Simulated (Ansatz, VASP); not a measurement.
## CdSe: VASP beside Ansatz

```
Cd Se
1.0
     0.00000    3.00813    3.00813
     3.00813    0.00000    3.00813
     3.00813    3.00813    0.00000
Cd Se
1 1
Cartesian
  0.0000 0.0000 0.0000
  1.5041 1.5041 1.5041
```

Change from the starting cell: volume scaled by 0.9405, PAW files.

Alike in both runs: task electric field gradients; functional PBE; k mesh 8 × 8 × 8; occupations fermi-dirac, width 0.03 eV; no spin polarisation.

|  | VASP | Ansatz |
| --- | --- | --- |
| version | VASP 6.6.1 | Ansatz 0.2.0 |
| potentials or method | VASP PAW PBE potentials, release 64 (Cd, Se) | PAW with Ansatz's default frozen-core files, scalar-relativistic |
| plane-wave cutoff (eV) | 520 | 420 |
| valence electrons in the cell | 18 | 36 |

|  | VASP | Ansatz | Ansatz less VASP |
| --- | --- | --- | --- |
| pressure (GPa) | 5.2 | 4.9 | -0.38 |

With one functional, cell and mesh, what is left measures potentials, basis and numerics. VASP's potentials hold 18 valence electrons a cell and Ansatz's 36, so a difference there can come from the potentials and not from the codes.
